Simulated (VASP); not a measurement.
# Ge (Fd-3m) in VASP: notebook, part 2 of 2

VASP 6.6.1.

## Step 3: Single point, r2SCAN

This run uses another cell than the first one, of 23.54 Å³/atom, 1.020 times its volume.

File POSCAR:

```
Ge
1.0
    0.0000000000      2.8661367691      2.8661367691
    2.8661367691      0.0000000000      2.8661367691
    2.8661367691      2.8661367691      0.0000000000
Ge
2
Direct
    0.7500000000      0.7500000000      0.7500000000
    0.5000000000      0.5000000000      0.5000000000
```

File INCAR.step1:

```
SYSTEM = Ge
PREC = Accurate ; ENCUT = 520
ISMEAR = -1 ; SIGMA = 0.05
LREAL = .False. ; LASPH = .True.
NELM = 80 ; NBANDS = 21
GGA = PE ; ALGO = Normal
EDIFF = 1E-4 ; LWAVE = .True.
LCHARG = .False.
```

File INCAR.step2:

```
SYSTEM = Ge
PREC = Accurate ; ENCUT = 520
EDIFF = 1E-6 ; ISMEAR = -1
SIGMA = 0.05 ; LREAL = .False.
LASPH = .True. ; NELM = 80
ALGO = Normal ; ISIF = 2
LWAVE = .False. ; LCHARG = .False.
METAGGA = R2SCAN ; LMIXTAU = .True.
NBANDS = 21 ; ISTART = 1
```

File KPOINTS:

```
Automatic mesh
0
Gamma
  8 8 8
  0 0 0
```

Potentials or basis: VASP PAW PBE potentials, release 64 (Ge_d).

The run is started by

```
$ cat potpaw_PBE.64/Ge_d/POTCAR > POTCAR
$ cp INCAR.step1 INCAR
$ mpirun -np 1 vasp_std > vasp.out
$ cp INCAR.step2 INCAR
$ mpirun -np 1 vasp_std > vasp.out
```

Wall time 2 min (1 thread of Intel Xeon Platinum 8488C (Sapphire Rapids), shared host); peak memory 0.17 GiB.

The run converged. Its results:

```yaml
Free_energy: -27.7277 eV
Pressure: -1.9 GPa
```

Levels at points of the mesh, in eV from the Fermi level:
```
           k point  band 11  band 12  band 13  band 14  band 15  band 16  band 17  band 18
(0.00, 0.00, 0.00)   -13.06    -0.06    -0.06    -0.06    -0.03     2.63     2.64     2.64
(0.50, 0.00, 0.00)   -10.97    -7.75    -1.48    -1.48     0.25     3.91     3.91     7.56
(0.50, 0.50, 0.00)    -9.13    -9.13    -3.15    -3.15     0.95     0.95     9.71     9.71
```

Caveat: the PAW data sets were made with another functional, which shifts forces and pressure a little.

## Step 4: Single point, r2SCAN

This run uses another cell than the first one, of 24.00 Å³/atom, 1.039 times its volume.

File POSCAR:

```
Ge
1.0
    0.0000000000      2.8843929095      2.8843929095
    2.8843929095      0.0000000000      2.8843929095
    2.8843929095      2.8843929095      0.0000000000
Ge
2
Direct
    0.7500000000      0.7500000000      0.7500000000
    0.5000000000      0.5000000000      0.5000000000
```

File INCAR.step1:

```
SYSTEM = Ge
ALGO = Normal
EDIFF = 1E-4
ENCUT = 520
GGA = PE
ISMEAR = -1
LASPH = .True.
LCHARG = .False.
LREAL = .False.
LWAVE = .True.
NBANDS = 21
NELM = 100
PREC = Accurate
SIGMA = 0.05
```

File INCAR.step2:

```
SYSTEM = Ge
ALGO = Normal
EDIFF = 1E-7
ENCUT = 520
ISIF = 2
ISMEAR = -1
ISTART = 1
LASPH = .True.
LCHARG = .True.
LELF = .True.
LMIXTAU = .True.
LREAL = .False.
LVHAR = .True.
LWAVE = .False.
METAGGA = R2SCAN
NBANDS = 21
NELM = 100
PREC = Accurate
SIGMA = 0.05
```

File KPOINTS:

```
k-points
0
Gamma
  8 8 8
  0 0 0
```

Potentials or basis: VASP PAW PBE potentials, release 64 (Ge_d).

The run is started by

```
$ cat potpaw_PBE.64/Ge_d/POTCAR > POTCAR
$ cp INCAR.step1 INCAR
$ mpirun -np 1 vasp_std > vasp.out
$ cp INCAR.step2 INCAR
$ mpirun -np 1 vasp_std > vasp.out
```

OUTCAR:

```text
SYSTEM = Ge
   EDIFF = 1E-7
   ENCUT = 520
   ISIF = 2
   ISMEAR = -1
   ISTART = 1
   LASPH = .True.
   LREAL = .False.
   METAGGA = R2SCAN
   NELM = 100
   PREC = Accurate

 ion  position               nearest neighbor table
   1  0.750  0.750  0.750-   2 2.50   2 2.50   2 2.50   2 2.50
   2  0.500  0.500  0.500-   1 2.50   1 2.50   1 2.50   1 2.50

  LATTYP: Found a face centered cubic cell.
 ALAT       =     5.7687858190

  Lattice vectors:

 A1 = (   0.0000000000,   2.8843929095,   2.8843929095)
[... 764 lines left out ...]

  FORCE on cell =-STRESS in cart. coord.  units (eV):
  Direction    XX          YY          ZZ          XY          YZ          ZX
  --------------------------------------------------------------------------------------
  -------------------------------------------------------------------------------------
  Total       -0.9076185     -0.9076185     -0.9076185     -0.0000000      0.0000000      0.0000000
  in kB      -30.2984669    -30.2984669    -30.2984669     -0.0000000      0.0000000      0.0000000
  external PRESSURE =     -30.2984669 kB  Pullay stress =       0.0000000 kB

 VOLUME and BASIS-vectors are now :
 -----------------------------------------------------------------------------
  energy-cutoff  :      520.00
  volume of cell :       47.99
      direct lattice vectors                 reciprocal lattice vectors
     0.000000000  2.884392909  2.884392909    -0.173346703  0.173346703  0.173346703
     2.884392909  0.000000000  2.884392909     0.173346703 -0.173346703  0.173346703
     2.884392909  2.884392909  0.000000000     0.173346703  0.173346703 -0.173346703

 POSITION                                       TOTAL-FORCE (eV/Angst)
 -----------------------------------------------------------------------------------
      4.32659      4.32659      4.32659        -0.000000     -0.000000     -0.000000
      2.88439      2.88439      2.88439         0.000000      0.000000      0.000000
 -----------------------------------------------------------------------------------
    total drift:                                0.000000     -0.000000     -0.000000

  FREE ENERGIE OF THE ION-ELECTRON SYSTEM (eV)
  ---------------------------------------------------
  free  energy   TOTEN  =       -27.7139481970 eV

  energy  without entropy=      -27.7134632297  energy(sigma->0) =      -27.71370571
```

OSZICAR.step1:

```text
N       E                     dE             d eps       ncg     rms          rms(c)
DAV:   1     0.186580436718E+03    0.18658E+03   -0.14790E+04  1354   0.356E+03
DAV:   2     0.180447511954E+02   -0.16854E+03   -0.16379E+03  1243   0.582E+02
DAV:   3    -0.818542795073E+01   -0.26230E+02   -0.26060E+02  1403   0.142E+02
DAV:   4    -0.908209634732E+01   -0.89667E+00   -0.89623E+00  1378   0.306E+01
DAV:   5    -0.909713636645E+01   -0.15040E-01   -0.15040E-01  1353   0.441E+00    0.296E+00
DAV:   6    -0.904987460038E+01    0.47262E-01   -0.19450E-02  1476   0.149E+00    0.175E+00
DAV:   7    -0.902466855157E+01    0.25206E-01   -0.40762E-02  1321   0.191E+00    0.142E-01
DAV:   8    -0.902627067387E+01   -0.16021E-02   -0.54241E-03  1378   0.926E-01    0.430E-02
DAV:   9    -0.902650182379E+01   -0.23115E-03   -0.25824E-04  1116   0.180E-01    0.133E-02
DAV:  10    -0.902652605357E+01   -0.24230E-04   -0.38783E-05  1020   0.569E-02
   1 F= -.90265261E+01 E0= -.90259718E+01  d E =-.110856E-02
```

Run time: 2.8 min. Hardware: 1 thread of Intel Xeon Platinum 8488C (Sapphire Rapids), shared host; peak memory 0.18 GiB.

Results:

```
Free energy            : -27.7139 eV
Pressure               : -3.0 GPa
Band gap on the k mesh : zero (filled and empty bands touch)
```

Levels at points of the mesh, in eV from the Fermi level:
| k point | band 11 | band 12 | band 13 | band 14 | band 15 | band 16 | band 17 | band 18 |
| --- | --- | --- | --- | --- | --- | --- | --- | --- |
| (0.00, 0.00, 0.00) | -12.89 | -0.18 | -0.03 | -0.03 | -0.03 | 2.65 | 2.65 | 2.65 |
| (0.50, 0.00, 0.00) | -10.84 | -7.63 | -1.43 | -1.43 | 0.22 | 3.93 | 3.93 | 7.56 |
| (0.50, 0.50, 0.00) | -9.03 | -9.03 | -3.05 | -3.05 | 1.00 | 1.00 | 9.57 | 9.57 |

Caveat: the PAW data sets were made with another functional, which shifts forces and pressure a little.

## Step 5: Overview

| cell | gap on the mesh (eV) | pressure (GPa) |
| --- | --- | --- |
| a = 4.027 Å, angles 60.0°, 2 atoms | 0.21 | -0.7 |
| a = 4.053 Å, angles 60.0°, 2 atoms | - | -1.9 |
| a = 4.079 Å, angles 60.0°, 2 atoms | none | -3.0 |

Alike in all rows: task single point; level r2SCAN; potentials or basis VASP PAW PBE potentials, release 64 (Ge_d); no spin polarisation; k mesh 8 × 8 × 8; cutoff (eV) 520; smearing fermi-dirac 0.05 eV.

Caveats: the PAW data sets were made with another functional, which shifts forces and pressure a little.

Absolute energies hang on the potentials; compare differences alone.

## Step 6: Against experiment

Step 2. Measured gap of Ge: 0.666 eV (indirect; 293 K; “Electronic and optical properties of SixGe1-x-ySny alloys lattice-matched to Ge”, 2021, arxiv:2109.02782). This calculation gives 0.21 eV (-0.45 eV). 3 values of this kind are on record (0.666 to 0.807 eV); this one was drawn at random among those near their median. Spin-orbit coupling on Ge is left out. The value is that of r2SCAN on a finite k mesh, which can miss the band edges, without temperature or zero-point motion.
